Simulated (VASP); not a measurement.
Set up this calculation in VASP 6.6.1, as the native input.

```yaml
Task: single point
Functional: PBE
Potentials_or_basis: VASP PAW PBE potentials, release 64 (Ta_pv, O)
Cutoff: 520 eV
k_mesh: 10 × 10 × 6
Occupations: gaussian, width 0.15 eV
Spin: no spin polarisation
Dipole_correction: no
Further_INCAR_settings: ALGO = Normal; EDIFF = 1e-07; NBANDS = 33
```

The structure of Ta4O lies in POSCAR:

```
Ta4O
1.0
    3.2548188513     -0.0000067670     -0.0000014350
   -0.0000067670      3.2547534063      0.0000315455
   -0.0000032606      0.0000716781      7.3970375408
Ta O
4 1
Direct
    0.0000026472     -0.0000023028      0.4999989842
    0.4999982232      0.5000037319      0.7828447273
    0.4999997294      0.4999913219      0.2171559983
   -0.0000003817     -0.0000086832      0.0000004485
    0.4999997820      0.5000159322      0.4999998418
```

The input as run:

INCAR

```
PREC = Accurate
ENCUT = 520
EDIFF = 1E-7
ISMEAR = 0
SIGMA = 0.15
LREAL = F
LASPH = T
NELM = 80
ALGO = Normal
ISIF = 2
LWAVE = F
LCHARG = F
GGA = PE
NBANDS = 33
```

KPOINTS

```
Automatic mesh
0
Gamma
  10 10 6
```

Potentials or basis: VASP PAW PBE potentials, release 64 (Ta_pv, O).

Run with:

```sh
$ cat potpaw_PBE.64/Ta_pv/POTCAR potpaw_PBE.64/O/POTCAR > POTCAR
$ mpirun -np 1 vasp_std > vasp.out
```

It gave:

```json
{
  "Pressure": "0.2 GPa",
  "Largest force": "0.037 eV/Å",
  "Band gap on the k mesh": "zero (bands 25 and 26 overlap by 0.90 eV)"
}
```

Caveat: spin-orbit coupling is left out, which moves the levels of the heavy elements.

Run time: 6.5 min on 1 thread of Intel(R) Xeon(R) Platinum 8259CL CPU @ 2.50GHz (Skylake/Cascade Lake) (shared host), peak memory 0.46 GiB.
